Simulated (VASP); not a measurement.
# BN (R3m) in VASP: single point with PBEsol

Aim: the single point of BN with PBEsol.

Everything below comes from runs of VASP 6.6.1. Logs are shortened: lines on timing, memory, paths and dates and some standing lists are left out, and cuts for length are marked.

## 1. The cell of the first run

It takes space group R3m (No. 160, trigonal). The conventional cell has a = 2.486 Å, b = 2.486 Å, c = 6.466 Å, α = 90.00°, β = 90.00°, γ = 120.00°. Within 1.9 Å of B (site symmetry 3m) lie 4 N at 1.41 to 1.62 Å. N (site symmetry 3m) has 4 B at 1.41 to 1.62 Å within 1.9 Å.

## 2. Single point, PBEsol (strained and its atoms moved)

INCAR reads:

```
  PREC = Accurate
  ENCUT = 520
  EDIFF = 1E-7
  ISMEAR = 0
  SIGMA = 0.02
  LREAL = F
  LASPH = T
  NELM = 100
  ALGO = Normal
  ISIF = 2
  LWAVE = F
  LCHARG = F
  GGA = PS
  NBANDS = 11
```

KPOINTS reads:

```
Automatic mesh
0
Gamma
  12 12 12
```

POSCAR reads:

```
BN
1.0
    0.0000000000      1.7579220296      1.7579220296
    1.7579220296      0.0000000000      1.7579220296
    1.8304420696      1.8304420696     -0.0725200400
B N
1 1
Direct
   -0.0159225028     -0.0159225028      0.0477675083
    0.7659225028      0.7659225028      0.7022324917
```

Potentials or basis: VASP PAW PBE potentials, release 64 (B, N).

Launch:

```
cat potpaw_PBE.64/B/POTCAR potpaw_PBE.64/N/POTCAR > POTCAR
mpirun -np 1 vasp_std > vasp.out
```

OUTCAR:

```text
PREC = Accurate
   ENCUT = 520
   EDIFF = 1E-7
   ISMEAR = 0
   LREAL = F
   LASPH = T
   NELM = 100
   ISIF = 2
   GGA = PS

 ion  position               nearest neighbor table
   1  0.984  0.984  0.048-   2 1.41   2 1.62   2 1.62   2 1.62
   2  0.766  0.766  0.702-   1 1.41   1 1.62   1 1.62   1 1.62

  LATTYP: Found a trigonal (rhomboedric) cell.
 ALAT       =     2.5896516168
 COS(alpha) =     0.5391956910

  Lattice vectors:

 A1 = (   1.8304420696,   0.0725200400,  -1.8304420696)
 A2 = (   0.0725200400,   1.8304420696,  -1.8304420696)
 A3 = (   1.8304420696,   1.8304420696,  -0.0725200400)

Analysis of symmetry for initial positions (statically):
=====================================================================
 Subroutine PRICEL returns:
 Original cell was already a primitive cell.

 Routine SETGRP: Setting up the symmetry group for a
 trigonal (rhombohedral) supercell.

 Subroutine GETGRP returns: Found  6 space group operations
 (whereof  6 operations were pure point group operations)
 out of a pool of 12 trial point group operations.

The static configuration has the point symmetry C_3v.

Analysis of symmetry for dynamics (positions and initial velocities):
=====================================================================
 Subroutine PRICEL returns:
 Original cell was already a primitive cell.

 Routine SETGRP: Setting up the symmetry group for a
 trigonal (rhombohedral) supercell.

 Subroutine GETGRP returns: Found  6 space group operations
 (whereof  6 operations were pure point group operations)
 out of a pool of 12 trial point group operations.

The dynamic configuration has the point symmetry C_3v.

 Subroutine INISYM returns: Found  6 space group operations
 (whereof  6 operations are pure point group operations),
 and found     1 'primitive' translations

----------------------------------------------------------------------------------------

                                     Primitive cell

  volume of cell :      11.5373

  direct lattice vectors                    reciprocal lattice vectors
     0.000000000  1.757922030  1.757922030    -0.278901834  0.289951609  0.278901834
     1.757922030  0.000000000  1.757922030     0.289951609 -0.278901834  0.278901834
     1.830442070  1.830442070 -0.072520040     0.267852060  0.267852060 -0.267852060

  length of vectors
     2.486077176  2.486077176  2.589651617     0.489534883  0.489534883  0.463933377
[... 87 lines left out ...]
   ISIF   =      2    stress and relaxation
   ISYM   =      2    0-nonsym 1-usesym 2-fastsym
   POTIM  = 0.5000    time-step for ionic-motion
   TEBEG  =    0.0;   TEEND  =   0.0 temperature during run
   PSTRESS=    0.0 pullay stress
   NELECT =       8.0000    total number of electrons
   NUPDOWN=      -1.0000    fix difference up-down
   EMIN   =  10.00;   EMAX   =-10.00  energy-range for DOS
   EFERMI =   0.00;   METHOD = LEGACY
   ISMEAR =     0;   SIGMA  =   0.02  broadening in eV -4-tet -1-fermi 0-gaus
   EFERMI_NEDOS =   21; number of points for ismear=-14 and -15
   IALGO  =     38    algorithm
   IMIX   =      4    mixing-type and parameters
     AMIX     =   0.40;   BMIX     =  1.00
     AMIX_MAG =   1.60;   BMIX_MAG =  1.00
  volume/ion in A,a.u.               =       5.77        38.93
  Fermi-wavevector in a.u.,A,eV,Ry     =   1.449006  2.738224 28.567029  2.099617
  Thomas-Fermi vector in A             =   2.566782
   LORBIT       =      0    0 simple, 1 ext, 2 COOP (PROOUT), +10 PAW based schemes
   GGA     = PS    functional components
   LHFCALC =     F    Hartree Fock is set to
   AEXX    =    0.0000 exact exchange contribution
   IVDW    =     0    specifies the selected vdW correction
   LEPSILON=     F    determine dielectric tensor
   LRPA    =     F    only Hartree local field effects (RPA)
 non-spin polarized calculation
 Gauss-broadening in eV      SIGMA  =   0.02
  energy-cutoff  :      520.00
  volume of cell :       11.54
 maximum number of plane-waves:       323
   NGX =  9   NGY =  9   NGZ =  9

 number of electron       8.0000001 magnetization

 Free energy of the ion-electron system (eV)
  ---------------------------------------------------
  ext. energy  EPLUGINS =         0.00000000
  ---------------------------------------------------
  free energy    TOTEN  =       -17.69685139 eV

  energy without entropy =      -17.69685139  energy(sigma->0) =      -17.69685139

 E-fermi :   9.0758     XC(G=0): -13.1484

 val. band max:        8.8620038750   @ k =   0.0000   0.0000   0.0000
 cond. band min:      11.2435557723   @ k =   0.5000   0.5000   0.0000
 fundamental gap:      2.3815518973
 Fermi energy:         9.0758205613

 k-point     1 :       0.0000    0.0000    0.0000
  band No.  band energies     occupation
      1     -12.8360      2.00000
      2       5.1156      2.00000
      3       8.8620      2.00000
      4       8.8620      2.00000
      5      16.3163      0.00000
      6      16.3163      0.00000
      7      17.3537      0.00000
      8      18.5892      0.00000
      9      32.2084      0.00000
     10      35.3000      0.00000
     11      35.3000      0.00000
[... 309 lines left out ...]
 k-point    24 :      -0.4167    0.1667    0.0000
  band No.  band energies     occupation
      1      -7.8778      2.00000
      2      -2.3411      2.00000
      3       3.0450      2.00000
      4       5.0377      2.00000
      5      15.0120      0.00000
      6      18.9546      0.00000
      7      21.8142      0.00000
      8      23.0864      0.00000
      9      29.8873      0.00000
     10      32.2439      0.00000
     11      34.3923      0.00000

 [... further k-points ...]

------------------------ aborting loop because EDIFF is reached ----------------------------------------

  FORCE on cell =-STRESS in cart. coord.  units (eV):
  Direction    XX          YY          ZZ          XY          YZ          ZX
  --------------------------------------------------------------------------------------
  -------------------------------------------------------------------------------------
  Total        1.0338908      1.0338908      1.0338908     -0.8646575      0.8646575      0.8646575
  in kB      143.5757278    143.5757278    143.5757278   -120.0744060    120.0744060    120.0744060
  external PRESSURE =     143.5757278 kB  Pullay stress =       0.0000000 kB

 VOLUME and BASIS-vectors are now :
 -----------------------------------------------------------------------------
  energy-cutoff  :      520.00
  volume of cell :       11.54
      direct lattice vectors                 reciprocal lattice vectors
     0.000000000  1.757922030  1.757922030    -0.278901834  0.289951609  0.278901834
     1.757922030  0.000000000  1.757922030     0.289951609 -0.278901834  0.278901834
     1.830442070  1.830442070 -0.072520040     0.267852060  0.267852060 -0.267852060

 POSITION                                       TOTAL-FORCE (eV/Angst)
 -----------------------------------------------------------------------------------
      1.81737      1.81737      3.45640        -3.600868     -3.600868      3.600868
      2.63183      2.63183      2.64194         3.600868      3.600868     -3.600868
 -----------------------------------------------------------------------------------
    total drift:                                0.000139      0.000139     -0.000124

  FREE ENERGIE OF THE ION-ELECTRON SYSTEM (eV)
  ---------------------------------------------------
  free  energy   TOTEN  =       -17.6968513903 eV

  energy  without entropy=      -17.6968513903  energy(sigma->0) =      -17.69685139
```

stdout:

```text
POSCAR found type information on POSCAR B N
 POSCAR found :  2 types and       2 ions
 scaLAPACK will be used
 -----------------------------------------------------------------------------
|                                                                             |
|                                                                             |
|     You enforced a specific xc type in the INCAR file but a different       |
|     I HOPE YOU KNOW WHAT YOU ARE DOING!                                     |
|                                                                             |
 -----------------------------------------------------------------------------

 LDA part: xc-table for (Slater+PW92), standard interpolation
 POSCAR, INCAR and KPOINTS ok, starting setup
 FFT: planning ... GRIDC
 FFT: planning ... GRID_SOFT
 FFT: planning ... GRID
 WAVECAR not read
 entering main loop
```

It took 28 s on 1 thread of AMD EPYC 7R13, shared host; peak memory 0.1 GiB.

What came out:

```
Free energy            : -17.6969 eV
Pressure               : 14.4 GPa
Largest force          : 6.237 eV/Å
Band gap on the k mesh : 2.38 eV (least direct gap 7.45 eV)
```

Forces on the atoms (eV/Å):
```
B   -3.601 -3.601  3.601
N    3.601  3.601 -3.601
```

Stress tensor (GPa, compression positive):
```
 14.36 -12.01  12.01
-12.01  14.36  12.01
 12.01  12.01  14.36
```

Caveat: the cell differs from its parent crystal (strained and its atoms moved); the cell stands under pressure; the PAW data sets were made with another functional, which shifts forces and pressure a little. A k mesh can miss the band edges.
